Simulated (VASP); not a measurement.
Set up this calculation in VASP 6.6.1, as the native input.

| Property | Result |
| --- | --- |
| Task | single point |
| Functional | HSE06 |
| Potentials or basis | VASP PAW PBE potentials, release 64 (K_sv, Cl) |
| Cutoff | 520 eV |
| k mesh | 4 × 4 × 4 |
| Occupations | gaussian, width 0.01 eV |
| Spin | no spin polarisation |
| Dipole correction | no |
| Grid for exact exchange (PRECFOCK) | Normal |
| Further INCAR settings | ALGO = Normal; EDIFF = 1e-06; NBANDS = 15 |
| Share of exact exchange | 0.25 |
| Screening parameter | 0.2079 1/Å |

KCl:

```
CELL_PARAMETERS angstrom
-0.05191 3.45538 3.45538
3.45538 -0.05191 3.45538
3.45538 3.45538 -0.05191
ATOMIC_POSITIONS crystal
K 0.99820 0.99820 0.99820
Cl 0.25180 0.25180 0.25180
```

This cell differs from its parent crystal: strain along [111] -2.2%.

One way to write it, as run:

POSCAR

```
KCl
1.0
   -0.0519077859      3.4553750465      3.4553750465
    3.4553750465     -0.0519077859      3.4553750465
    3.4553750465      3.4553750465     -0.0519077859
K Cl
1 1
Direct
   -0.0017960203     -0.0017960203     -0.0017960203
    0.2517960203      0.2517960203      0.2517960203
```

INCAR.step1

```
SYSTEM = KCl
PREC = Accurate ; ENCUT = 520
EDIFF = 1E-5 ; ISMEAR = 0
SIGMA = 0.01 ; LREAL = .False.
LASPH = .True. ; NELM = 80
ALGO = Normal ; ISIF = 2
LWAVE = .True. ; LCHARG = .False.
GGA = PE ; NBANDS = 15
```

INCAR.step2

```
SYSTEM = KCl
PREC = Accurate ; ENCUT = 520
EDIFF = 1E-6 ; ISMEAR = 0
SIGMA = 0.01 ; LREAL = .False.
LASPH = .True. ; NELM = 80
ALGO = Normal ; ISIF = 2
LWAVE = .False. ; LCHARG = .False.
GGA = PE ; LHFCALC = .True.
HFSCREEN = 0.2079 ; PRECFOCK = Normal
ISTART = 1 ; NBANDS = 15
```

KPOINTS

```
Automatic mesh
0
Gamma
  4 4 4
  0 0 0
```

Potentials or basis: VASP PAW PBE potentials, release 64 (K_sv, Cl).

The run is started by

```bash
$ cat potpaw_PBE.64/K_sv/POTCAR potpaw_PBE.64/Cl/POTCAR > POTCAR
$ cp INCAR.step1 INCAR
$ mpirun -np 1 vasp_std > vasp.out
$ cp INCAR.step2 INCAR
$ mpirun -np 1 vasp_std > vasp.out
```

Results of the run:

```yaml
Pressure: 0.5 GPa
Band_gap_on_the_k_mesh: 6.06 eV (least direct gap 6.09 eV)
```

Caveat: the cell differs from its parent crystal (strain along [111] -2.2%); the structure was generated, so it needn't be the stable form of KCl; the PAW data sets were made with another functional, which shifts forces and pressure a little.

Wall time 24 min on 1 thread of Intel Xeon 8259CL (shared host), peak memory 0.33 GiB.
